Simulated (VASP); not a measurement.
# MgS (P1) in VASP: single point with PBEsol

Aim: the single point of MgS with PBEsol.

Everything below comes from runs of VASP 6.6.1. Logs are shortened: lines on timing, memory, paths and dates and some standing lists are left out, and cuts for length are marked.

## (1) The cell of the first run

The typed cell holds 2 atoms: a = 3.658 Å, b = 3.689 Å, c = 3.643 Å, α = 60.07°, β = 56.87°, γ = 60.42°.

## (2) Single point, PBEsol (atoms moved at random and the cell strained at random)

Contents of INCAR:

```
SYSTEM = MgS
PREC     = Accurate       ! precision mode
ENCUT    = 520            ! plane-wave cutoff, eV
EDIFF    = 1E-6           ! SCF threshold, eV
ISMEAR   = 0              ! smearing method
SIGMA    = 0.02           ! smearing width, eV
LREAL    = .False.        ! projectors in reciprocal space
LASPH    = .True.         ! aspherical terms in the spheres
NELM     = 60             ! most SCF steps
ALGO     = Normal         ! electronic algorithm
ISIF     = 2              ! what is computed and relaxed
LWAVE    = .False.        ! write WAVECAR
LCHARG   = .False.        ! write CHGCAR
GGA      = PS             ! functional
NBANDS   = 11             ! bands
```

Contents of KPOINTS:

```
regular mesh
0
Gamma
  8 8 8
  0 0 0
```

Contents of POSCAR:

```
MgS
1.0
    0.0560915740      2.6463723635      2.5248492920
    2.6127590455     -0.0228945200      2.6038353860
    2.5188394805      2.6314388925      0.0710250450
Mg S
1 1
Direct
    0.0078911460      0.0031364711     -0.0056387293
    0.4921088540      0.4968635289      0.5056387293
```

Potentials or basis: VASP PAW PBE potentials, release 64 (Mg, S).

Command:

```
cat potpaw_PBE.64/Mg/POTCAR potpaw_PBE.64/S/POTCAR > POTCAR
mpirun -np 1 vasp_std > vasp.out
```

OUTCAR:

```text
SYSTEM = MgS
   PREC = Accurate
   ENCUT = 520
   EDIFF = 1E-6
   ISMEAR = 0
   LREAL = .False.
   LASPH = .True.
   NELM = 60
   ISIF = 2
   GGA = PS

 ion  position               nearest neighbor table
   1  0.008  0.003  0.994-   2 2.47   2 2.53   2 2.55   2 2.59   2 2.64   2 2.66
   2  0.492  0.497  0.506-   1 2.47   1 2.53   1 2.55   1 2.59   1 2.64   1 2.66

  LATTYP: Found a triclinic cell.
 ALAT       =     3.6433593743
 B/A-ratio  =     1.0124627751
 C/A-ratio  =     0.9542235482
 COS(alpha) =     0.0035521944
 COS(beta)  =     0.4728789561
 COS(gamma) =     0.4989629827

  Lattice vectors:

 A1 = (   2.5188394805,   2.6314388925,   0.0710250450)
 A2 = (   2.6127590455,  -0.0228945200,   2.6038353860)
 A3 = (   2.4627479065,  -0.0149334710,  -2.4538242470)

Analysis of symmetry for initial positions (statically):
=====================================================================
 Subroutine PRICEL returns:
 Original cell was already a primitive cell.

 Routine SETGRP: Setting up the symmetry group for a
 triclinic supercell.

 Subroutine GETGRP returns: Found  1 space group operations
 (whereof  1 operations were pure point group operations)
 out of a pool of  2 trial point group operations.

The static configuration has the point symmetry C_1 .

Analysis of symmetry for dynamics (positions and initial velocities):
=====================================================================
 Subroutine PRICEL returns:
 Original cell was already a primitive cell.

 Routine SETGRP: Setting up the symmetry group for a
 triclinic supercell.

 Subroutine GETGRP returns: Found  1 space group operations
 (whereof  1 operations were pure point group operations)
 out of a pool of  2 trial point group operations.

The dynamic configuration has the point symmetry C_1 .

 Subroutine INISYM returns: Found  1 space group operations
 (whereof  1 operations are pure point group operations),
 and found     1 'primitive' translations

----------------------------------------------------------------------------------------

                                     Primitive cell

  volume of cell :      33.9858

  direct lattice vectors                    reciprocal lattice vectors
     0.056091574  2.646372363  2.524849292    -0.201656339  0.187521400  0.203996243
     2.612759045 -0.022894520  2.603835386     0.189962295 -0.187010427  0.191791226
     2.518839481  2.631438892  0.071025045     0.204453487  0.189807575 -0.203485269

  length of vectors
     3.658045502  3.688765743  3.643359374     0.342701068  0.328393739  0.345303343

  position of ions in fractional coordinates (direct lattice)
     0.007891146  0.003136471  0.994361271
     0.492108854  0.496863529  0.505638729

  ion indices of the primitive-cell ions
   primitive index   ion index
                 1           1
                 2           2

----------------------------------------------------------------------------------------

 KPOINTS: regular mesh

Automatic generation of k-mesh.
 Grid dimensions read from file:
 generate k-points for:    8    8    8

 Generating k-lattice:

  Cartesian coordinates                     Fractional coordinates (reciprocal lattice)
    -0.025207042  0.023440175  0.025499530     0.125000000 -0.000000000  0.000000000
     0.023745287 -0.023376303  0.023973903     0.000000000  0.125000000 -0.000000000
     0.025556686  0.023725947 -0.025435659     0.000000000  0.000000000  0.125000000

  Length of vectors
     0.042837633  0.041049217  0.043162918

  Shift w.r.t. Gamma in fractional coordinates (k-lattice)
     0.000000000  0.000000000  0.000000000

 Subroutine IBZKPT returns following result:
 ===========================================

 Found    260 irreducible k-points:

 Following reciprocal coordinates:
            Coordinates               Weight
  0.000000  0.000000  0.000000      1.000000
  0.125000 -0.000000 -0.000000      2.000000
  0.250000 -0.000000 -0.000000      2.000000
  0.375000  0.000000  0.000000      2.000000
  0.500000 -0.000000 -0.000000      1.000000
  0.000000  0.125000  0.000000      2.000000
[... 16 lines left out ...]
  0.125000  0.375000  0.000000      2.000000
  0.250000  0.375000 -0.000000      2.000000
 [... further k-points ...]
   k-points           NKPTS =    260   k-points in BZ     NKDIM =    260   number of bands    NBANDS=     11
   number of dos      NEDOS =    301   number of ions     NIONS =      2
   total plane-waves  NPLWV =  21952
   dimension x,y,z NGX =    28 NGY =   28 NGZ =   28
   dimension x,y,z NGXF=    56 NGYF=   56 NGZF=   56
   ions per type =               1   1
   NGX,Y,Z   is equivalent  to a cutoff of  12.73, 12.62, 12.78 a.u.
   NGXF,Y,Z  is equivalent  to a cutoff of  25.45, 25.24, 25.55 a.u.
 SYSTEM =  MgS
   PREC   = accura    normal or accurate (medium, high low for compatibility)
   ISTART =      0    job   : 0-new  1-cont  2-samecut
   ICHARG =      2    charge: 1-file 2-atom 10-const
   ISPIN  =      1    spin polarized calculation?
   LNONCOLLINEAR =      F non collinear calculations
   LSORBIT =      F    spin-orbit coupling
   LASPH  =      T    aspherical Exc in radial PAW
   ENCUT  =  520.0 eV  38.22 Ry    6.18 a.u.   6.80  6.86  6.77*2*pi/ulx,y,z
   NELM   =     60;   NELMIN=  2; NELMDL= -5     # of ELM steps
   EDIFF  = 0.1E-05   stopping-criterion for ELM
   LREAL  =      F    real-space projection
   EDIFFG = 0.1E-04   stopping-criterion for IOM
   NSW    =      0    number of steps for IOM
   IBRION =     -1    ionic relax: 0-MD 1-quasi-New 2-CG
   NFREE  =      0    steps in history (QN), initial steepest desc. (CG)
   ISIF   =      2    stress and relaxation
   ISYM   =      2    0-nonsym 1-usesym 2-fastsym
   POTIM  = 0.5000    time-step for ionic-motion
   TEBEG  =    0.0;   TEEND  =   0.0 temperature during run
   PSTRESS=    0.0 pullay stress
   NELECT =       8.0000    total number of electrons
   NUPDOWN=      -1.0000    fix difference up-down
   EMIN   =  10.00;   EMAX   =-10.00  energy-range for DOS
   EFERMI =   0.00;   METHOD = LEGACY
   ISMEAR =     0;   SIGMA  =   0.02  broadening in eV -4-tet -1-fermi 0-gaus
   EFERMI_NEDOS =   21; number of points for ismear=-14 and -15
   IALGO  =     38    algorithm
   IMIX   =      4    mixing-type and parameters
     AMIX     =   0.40;   BMIX     =  1.00
     AMIX_MAG =   1.60;   BMIX_MAG =  1.00
  volume/ion in A,a.u.               =      16.99       114.67
  Fermi-wavevector in a.u.,A,eV,Ry     =   1.010816  1.910166 13.901742  1.021749
  Thomas-Fermi vector in A             =   2.143828
   LORBIT       =      0    0 simple, 1 ext, 2 COOP (PROOUT), +10 PAW based schemes
   GGA     = PS    functional components
   LHFCALC =     F    Hartree Fock is set to
   AEXX    =    0.0000 exact exchange contribution
   IVDW    =     0    specifies the selected vdW correction
   LEPSILON=     F    determine dielectric tensor
   LRPA    =     F    only Hartree local field effects (RPA)
 non-spin polarized calculation
 Gauss-broadening in eV      SIGMA  =   0.02
  energy-cutoff  :      520.00
  volume of cell :       33.99
 maximum number of plane-waves:       929
   NGX = 13   NGY = 13   NGZ = 13

 number of electron       8.0000000 magnetization

 Free energy of the ion-electron system (eV)
  ---------------------------------------------------
  ext. energy  EPLUGINS =         0.00000000
  ---------------------------------------------------
  free energy    TOTEN  =        -9.02226715 eV

  energy without entropy =       -9.02226715  energy(sigma->0) =       -9.02226715

 E-fermi :   4.4138     XC(G=0):  -9.9820

 val. band max:        4.2679150759   @ k =   0.0000   0.0000   0.0000
 cond. band min:       6.6986455693   @ k =   0.5000   0.5000   0.0000
 fundamental gap:      2.4307304934
 Fermi energy:         4.4138303860

 k-point     1 :       0.0000    0.0000    0.0000
  band No.  band energies     occupation
      1      -8.8950      2.00000
      2       3.6323      2.00000
      3       4.1028      2.00000
      4       4.2679      2.00000
      5       7.7949      0.00000
      6      11.4412      0.00000
      7      11.6447      0.00000
      8      12.5761      0.00000
      9      14.0250      0.00000
     10      14.7355      0.00000
     11      16.0848      0.00000

 k-point     2 :       0.1250   -0.0000   -0.0000
  band No.  band energies     occupation
      1      -8.7254      2.00000
      2       3.0742      2.00000
      3       3.5573      2.00000
      4       4.0313      2.00000
      5       8.5171      0.00000
      6      11.7127      0.00000
      7      11.8242      0.00000
      8      12.2378      0.00000
      9      13.5894      0.00000
     10      13.8528      0.00000
     11      16.5708      0.00000

 k-point     3 :       0.2500   -0.0000   -0.0000
  band No.  band energies     occupation
      1      -8.2626      2.00000
      2       1.2030      2.00000
      3       3.3879      2.00000
      4       3.7008      2.00000
      5       8.7975      0.00000
      6      11.5501      0.00000
      7      11.7368      0.00000
      8      12.5017      0.00000
      9      13.9180      0.00000
     10      14.6913      0.00000
     11      15.9457      0.00000
[... 267 lines left out ...]
 k-point    23 :       0.1250    0.3750    0.0000
  band No.  band energies     occupation
      1      -7.8650      2.00000
      2      -0.1201      2.00000
      3       3.1193      2.00000
      4       3.3116      2.00000
      5       9.3476      0.00000
      6      11.0782      0.00000
      7      12.2271      0.00000
      8      12.3567      0.00000
      9      15.3430      0.00000
     10      16.8477      0.00000
     11      17.4938      0.00000

 k-point    24 :       0.2500    0.3750   -0.0000
  band No.  band energies     occupation
      1      -7.6757      2.00000
      2       0.3502      2.00000
      3       2.3589      2.00000
      4       2.7974      2.00000
      5       8.6223      0.00000
      6       9.5130      0.00000
      7      12.8982      0.00000
      8      14.2106      0.00000
      9      15.4664      0.00000
     10      16.8779      0.00000
     11      20.2826      0.00000

 [... further k-points ...]

------------------------ aborting loop because EDIFF is reached ----------------------------------------

  FORCE on cell =-STRESS in cart. coord.  units (eV):
  Direction    XX          YY          ZZ          XY          YZ          ZX
  --------------------------------------------------------------------------------------
  -------------------------------------------------------------------------------------
  Total        0.7838074     -0.3638725      0.9868057      0.1651364      0.0471696     -0.7514574
  in kB       36.9506397    -17.1538583     46.5204881      7.7849411      2.2236925    -35.4255797
  external PRESSURE =      22.1057565 kB  Pullay stress =       0.0000000 kB

 VOLUME and BASIS-vectors are now :
 -----------------------------------------------------------------------------
  energy-cutoff  :      520.00
  volume of cell :       33.99
      direct lattice vectors                 reciprocal lattice vectors
     0.056091574  2.646372363  2.524849292    -0.201656339  0.187521400  0.203996243
     2.612759045 -0.022894520  2.603835386     0.189962295 -0.187010427  0.191791226
     2.518839481  2.631438892  0.071025045     0.204453487  0.189807575 -0.203485269

 POSITION                                       TOTAL-FORCE (eV/Angst)
 -----------------------------------------------------------------------------------
      2.51327      2.63741      0.09872         0.040863     -0.019435     -0.252374
      2.59941      2.62149      2.57216        -0.040863      0.019435      0.252374
 -----------------------------------------------------------------------------------
    total drift:                               -0.000040     -0.000077      0.000056

  FREE ENERGIE OF THE ION-ELECTRON SYSTEM (eV)
  ---------------------------------------------------
  free  energy   TOTEN  =        -9.0222671530 eV

  energy  without entropy=       -9.0222671530  energy(sigma->0) =       -9.02226715
```

Run time: 2.6 min. Hardware: 1 thread of Intel Xeon 8259CL, shared host; peak memory 0.23 GiB.

What came out:

- Free energy: -9.0223 eV
- Pressure: 2.2 GPa
- Largest force: 0.256 eV/Å
- Band gap on the k mesh: 2.43 eV (least direct gap 3.53 eV)

Forces on the atoms (eV/Å):
```
Mg   0.041 -0.019 -0.252
S   -0.041  0.019  0.252
```

Caveat: the cell differs from its parent crystal (atoms moved at random and the cell strained at random); the PAW data sets were made with another functional, which shifts forces and pressure a little. A k mesh can miss the band edges.
